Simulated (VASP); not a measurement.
**Sc: single point with LDA**

Crystal: Sc.

```xyz
1
Lattice="2.1804 0.0000 0.0000 0.0000 2.1804 0.0000 0.0000 0.0000 2.1804" Properties=species:S:1:pos:R:3 pbc="T T T"
Sc    0.0000    0.0000    0.0000
```

This cell differs from its parent crystal: volume scaled by 0.45.

```yaml
Program: VASP 6.6.1
Task: single point
Functional: LDA
Potentials_or_basis: VASP PAW LDA potentials, release 64 (Sc_sv)
Cutoff: 520 eV
k_mesh: 15 × 15 × 15
Occupations: fermi-dirac, width 0.05 eV
Spin: no spin polarisation
Dipole_correction: no
Further_INCAR_settings: ALGO = Normal; EDIFF = 1e-06; NBANDS = 12
```

| Property | Result |
| --- | --- |
| Pressure | 135.6 GPa |

Levels at points of the mesh, in eV from the Fermi level:
```tsv
k point	band 2	band 3	band 4	band 5	band 6	band 7	band 8	band 9
(0.00, 0.00, 0.00)	-24.80	-24.80	-24.80	-4.04	-2.61	-2.61	9.20	9.20
```

Wall time 5.8 s on 1 thread of AMD EPYC 9R45 96-Core Processor (Zen 5), on a shared host, peak memory 0.09 GiB.
